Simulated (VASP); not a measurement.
# Gd (Fm-3m) in VASP: single point with PBE

Aim: the single point of Gd with PBE.

Everything below comes from runs of VASP 6.6.1. Logs are shortened: lines on timing, memory, paths and dates and some standing lists are left out, and cuts for length are marked.

**1. The cell of the first run**

It takes space group Fm-3m (No. 225, cubic). Conventional cell: a = 5.172 Å, b = 5.172 Å, c = 5.172 Å, α = 90.00°, β = 90.00°, γ = 90.00°. Gd (site symmetry m-3m) has 12 Gd at 3.66 Å within 4.8 Å.

This isn't the form of Gd at room conditions, which is hcp.

**2. Single point, PBE, collinear spin, antiferromagnetic start**

File INCAR:

```
PREC = Accurate
ENCUT = 520
EDIFF = 1E-6
ISMEAR = -1
SIGMA = 0.1
LREAL = F
LASPH = T
NELM = 150
ALGO = Normal
ISIF = 2
LWAVE = F
LCHARG = F
ISPIN = 2
MAGMOM = 7.2 7.2 -7.2 -7.2
LORBIT = 11
LMAXMIX = 6
GGA = PE
NBANDS = 48
```

File KPOINTS:

```
regular mesh
0
Gamma
  5 5 5
```

File POSCAR:

```
Gd
1.0
    5.1716381710      0.0000000000      0.0000000000
    0.0000000000      5.1716381710      0.0000000000
    0.0000000000      0.0000000000      5.1716381710
Gd
4
Direct
    0.0000000000      0.0000000000      0.0000000000
    0.5000000000      0.5000000000      0.0000000000
    0.5000000000      0.0000000000      0.5000000000
    0.0000000000      0.5000000000      0.5000000000
```

Potentials or basis: VASP PAW PBE potentials, release 64 (Gd).

Launch:

```
$ cat potpaw_PBE.64/Gd/POTCAR > POTCAR
$ mpirun -np 1 vasp_std > vasp.out
```

OUTCAR:

```text
PREC = Accurate
   ENCUT = 520
   EDIFF = 1E-6
   ISMEAR = -1
   LREAL = F
   LASPH = T
   NELM = 150
   ISIF = 2
   ISPIN = 2
   LORBIT = 11
   GGA = PE

 ion  position               nearest neighbor table
   1  0.000  0.000  0.000-
   2  0.500  0.500  0.000-
   3  0.500  0.000  0.500-
   4  0.000  0.500  0.500-

  LATTYP: Found a simple cubic cell.
 ALAT       =     5.1716381710

  Lattice vectors:

 A1 = (   5.1716381710,   0.0000000000,   0.0000000000)
 A2 = (   0.0000000000,   5.1716381710,   0.0000000000)
 A3 = (   0.0000000000,   0.0000000000,   5.1716381710)

Analysis of symmetry for initial positions (statically):
=====================================================================
 Subroutine PRICEL returns following result:

  LATTYP: Found a face centered cubic cell.
 ALAT       =     5.1716381710
[... 12 lines left out ...]
 Subroutine GETGRP returns: Found 48 space group operations
 (whereof 48 operations were pure point group operations)
 out of a pool of 48 trial point group operations.

The static configuration has the point symmetry O_h .

Analysis of symmetry for dynamics (positions and initial velocities):
=====================================================================
 Subroutine PRICEL returns following result:

  LATTYP: Found a face centered cubic cell.
 ALAT       =     5.1716381710
[... 12 lines left out ...]
 Subroutine GETGRP returns: Found 48 space group operations
 (whereof 48 operations were pure point group operations)
 out of a pool of 48 trial point group operations.

The dynamic configuration has the point symmetry O_h .

Analysis of structural, dynamic, and magnetic symmetry:
=====================================================================
 Subroutine PRICEL returns following result:

  LATTYP: Found a face centered cubic cell.
 ALAT       =     5.1716381710
[... 12 lines left out ...]
 Subroutine GETGRP returns: Found 16 space group operations
 (whereof 16 operations were pure point group operations)
 out of a pool of 48 trial point group operations.

The overall configuration has the point symmetry D_4h.

 Subroutine INISYM returns: Found 16 space group operations
 (whereof 16 operations are pure point group operations),
 and found     4 'primitive' translations

----------------------------------------------------------------------------------------

                                     Primitive cell

  volume of cell :      34.5800

  direct lattice vectors                    reciprocal lattice vectors
     2.585819085 -2.585819085  0.000000000     0.193362329 -0.193362329 -0.193362329
     2.585819085  0.000000000  2.585819085     0.193362329  0.193362329  0.193362329
     0.000000000 -2.585819085  2.585819085    -0.193362329 -0.193362329  0.193362329

  length of vectors
     3.656900421  3.656900421  3.656900421     0.334913378  0.334913378  0.334913378

  position of ions in fractional coordinates (direct lattice)
     0.000000000  0.000000000  0.000000000

  ion indices of the primitive-cell ions
   primitive index   ion index
                 1           1

----------------------------------------------------------------------------------------

 KPOINTS: regular mesh

Automatic generation of k-mesh.
 Grid dimensions read from file:
 generate k-points for:    5    5    5

 Generating k-lattice:

  Cartesian coordinates                     Fractional coordinates (reciprocal lattice)
     0.038672466  0.000000000  0.000000000     0.200000000  0.000000000  0.000000000
     0.000000000  0.038672466  0.000000000     0.000000000  0.200000000  0.000000000
     0.000000000  0.000000000  0.038672466     0.000000000  0.000000000  0.200000000

  Length of vectors
     0.038672466  0.038672466  0.038672466

  Shift w.r.t. Gamma in fractional coordinates (k-lattice)
     0.000000000  0.000000000  0.000000000

 Subroutine IBZKPT returns following result:
 ===========================================

 Found     18 irreducible k-points:

 Following reciprocal coordinates:
            Coordinates               Weight
  0.000000  0.000000  0.000000      1.000000
  0.200000  0.000000  0.000000      4.000000
  0.000000  0.000000  0.200000      2.000000
  0.400000  0.000000  0.000000      4.000000
  0.000000  0.000000  0.400000      2.000000
  0.200000  0.200000  0.000000      4.000000
[... 10 lines left out ...]
  0.200000  0.400000  0.400000     16.000000
  0.400000  0.400000  0.400000      8.000000
   k-points           NKPTS =     18   k-points in BZ     NKDIM =     18   number of bands    NBANDS=     48
   number of dos      NEDOS =    301   number of ions     NIONS =      4
   total plane-waves  NPLWV =  64000
   dimension x,y,z NGX =    40 NGY =   40 NGZ =   40
   dimension x,y,z NGXF=    80 NGYF=   80 NGZF=   80
   ions per type =               4
   NGX,Y,Z   is equivalent  to a cutoff of  12.86, 12.86, 12.86 a.u.
   NGXF,Y,Z  is equivalent  to a cutoff of  25.72, 25.72, 25.72 a.u.
 SYSTEM =  unknown system
   PREC   = accura    normal or accurate (medium, high low for compatibility)
   ISTART =      0    job   : 0-new  1-cont  2-samecut
   ICHARG =      2    charge: 1-file 2-atom 10-const
   ISPIN  =      2    spin polarized calculation?
   LNONCOLLINEAR =      F non collinear calculations
   LSORBIT =      F    spin-orbit coupling
   LASPH  =      T    aspherical Exc in radial PAW
   ENCUT  =  520.0 eV  38.22 Ry    6.18 a.u.   9.62  9.62  9.62*2*pi/ulx,y,z
   NELM   =    150;   NELMIN=  2; NELMDL= -5     # of ELM steps
   EDIFF  = 0.1E-05   stopping-criterion for ELM
   LREAL  =      F    real-space projection
   EDIFFG = 0.1E-04   stopping-criterion for IOM
   NSW    =      0    number of steps for IOM
   IBRION =     -1    ionic relax: 0-MD 1-quasi-New 2-CG
   NFREE  =      0    steps in history (QN), initial steepest desc. (CG)
   ISIF   =      2    stress and relaxation
   ISYM   =      2    0-nonsym 1-usesym 2-fastsym
   POTIM  = 0.5000    time-step for ionic-motion
   TEBEG  =    0.0;   TEEND  =   0.0 temperature during run
   PSTRESS=    0.0 pullay stress
   NELECT =      72.0000    total number of electrons
   NUPDOWN=      -1.0000    fix difference up-down
   EMIN   =  10.00;   EMAX   =-10.00  energy-range for DOS
   EFERMI =   0.00;   METHOD = LEGACY
   ISMEAR =    -1;   SIGMA  =   0.10  broadening in eV -4-tet -1-fermi 0-gaus
   EFERMI_NEDOS =   21; number of points for ismear=-14 and -15
   IALGO  =     38    algorithm
   IMIX   =      4    mixing-type and parameters
     AMIX     =   0.40;   BMIX     =  1.00
     AMIX_MAG =   1.60;   BMIX_MAG =  1.00
  volume/ion in A,a.u.               =      34.58       233.36
  Fermi-wavevector in a.u.,A,eV,Ry     =   1.316914  2.488607 23.596086  1.734263
  Thomas-Fermi vector in A             =   2.446993
   LORBIT       =     11    0 simple, 1 ext, 2 COOP (PROOUT), +10 PAW based schemes
   GGA     = PE    functional components
   LHFCALC =     F    Hartree Fock is set to
   AEXX    =    0.0000 exact exchange contribution
   IVDW    =     0    specifies the selected vdW correction
   LEPSILON=     F    determine dielectric tensor
   LRPA    =     F    only Hartree local field effects (RPA)
 spin polarized calculation
  energy-cutoff  :      520.00
  volume of cell :      138.32
 maximum number of plane-waves:      3759
 NGX is ok and might be reduce to    40
   NGX = 19   NGY = 19   NGZ = 19

 number of electron      72.0000046 magnetization      -0.0000000

 number of electron      72.0000046 magnetization       0.0000000

 Free energy of the ion-electron system (eV)
  ---------------------------------------------------
  ext. energy  EPLUGINS =         0.00000000
  ---------------------------------------------------
  free energy    TOTEN  =       -46.85498960 eV

  energy without entropy =      -46.55933807  energy(sigma->0) =      -46.70716384

 E-fermi :   2.7403     XC(G=0):  -9.7802

 val. band max:        2.7230244510   @ k =   0.4000   0.2000   0.2000
 cond. band min:       2.7416549558   @ k =   0.2000   0.2000   0.4000
 fundamental gap:      0.0186305048
 Fermi energy:         2.7402507717

 spin component 1

 k-point     1 :       0.0000    0.0000    0.0000
  band No.  band energies     occupation
      1     -42.4124      1.00000
      2     -42.3777      1.00000
      3     -39.2246      1.00000
      4     -39.1820      1.00000
      5     -19.9432      1.00000
      6     -19.9432      1.00000
[... 907 lines left out ...]
     47       3.5364      0.00035
     48       3.5408      0.00033
 Fermi energy:         2.7402507717

 spin component 2

 k-point     1 :       0.0000    0.0000    0.0000
  band No.  band energies     occupation
      1     -42.4124      1.00000
      2     -42.3777      1.00000
      3     -39.2246      1.00000
      4     -39.1820      1.00000
      5     -19.9432      1.00000
      6     -19.9432      1.00000
[... 907 lines left out ...]
     47       3.5364      0.00035
     48       3.5408      0.00033

------------------------ aborting loop because EDIFF is reached ----------------------------------------

  FORCE on cell =-STRESS in cart. coord.  units (eV):
  Direction    XX          YY          ZZ          XY          YZ          ZX
  --------------------------------------------------------------------------------------
  -------------------------------------------------------------------------------------
  Total       -1.4007998     -1.4007998     -1.2514523      0.0000000     -0.0000000      0.0000000
  in kB      -16.2256555    -16.2256555    -14.4957429      0.0000000     -0.0000000      0.0000000
  external PRESSURE =     -15.6490180 kB  Pullay stress =       0.0000000 kB

 VOLUME and BASIS-vectors are now :
 -----------------------------------------------------------------------------
  energy-cutoff  :      520.00
  volume of cell :      138.32
      direct lattice vectors                 reciprocal lattice vectors
     5.171638171  0.000000000  0.000000000     0.193362329  0.000000000  0.000000000
     0.000000000  5.171638171  0.000000000     0.000000000  0.193362329  0.000000000
     0.000000000  0.000000000  5.171638171     0.000000000  0.000000000  0.193362329

 POSITION                                       TOTAL-FORCE (eV/Angst)
 -----------------------------------------------------------------------------------
      0.00000      0.00000      0.00000         0.000000     -0.000000      0.000000
      2.58582      2.58582      0.00000        -0.000000      0.000000      0.000000
      2.58582      0.00000      2.58582         0.000000     -0.000000      0.000000
      0.00000      2.58582      2.58582        -0.000000     -0.000000     -0.000000
 -----------------------------------------------------------------------------------
    total drift:                               -0.000000     -0.000000     -0.000000

  FREE ENERGIE OF THE ION-ELECTRON SYSTEM (eV)
  ---------------------------------------------------
  free  energy   TOTEN  =       -46.8549896049 eV

  energy  without entropy=      -46.5593380724  energy(sigma->0) =      -46.70716384

 total charge

# of ion       s       p       d       f       tot
--------------------------------------------------
    1        2.072   5.560   0.553   7.014  15.199
    2        2.072   5.560   0.553   7.014  15.199
    3        2.072   5.560   0.553   7.014  15.199
    4        2.072   5.560   0.553   7.014  15.199
--------------------------------------------------
tot          8.290  22.239   2.211  28.055  60.795

 magnetization (x)

# of ion       s       p       d       f       tot
--------------------------------------------------
    1        0.009  -0.078   0.171   6.782   6.885
    2        0.009  -0.078   0.171   6.782   6.885
    3       -0.009   0.078  -0.171  -6.782  -6.885
    4       -0.009   0.078  -0.171  -6.782  -6.885
--------------------------------------------------
tot          0.000  -0.000  -0.000  -0.000  -0.000
```

Wall time 11 min (1 thread of Intel Xeon Platinum 8375C at 2.90GHz (Ice Lake), shared host); peak memory 0.41 GiB.

What came out:

- Free energy: -46.8550 eV
- Pressure: -1.6 GPa
- Band gap on the k mesh: zero (filled and empty bands overlap)
- Net moment: 0.00 μB per cell
- Site moments: Gd +6.88, -6.88 (each value once) μB
- Valence electrons inside the program's atomic spheres: Gd 15.20

Caveat: spin-orbit coupling is left out, which moves the levels of the heavy elements; semilocal functionals describe open f shells poorly, which spoils levels, moments and volumes. The state reached can hang on the start; a lower one may exist.
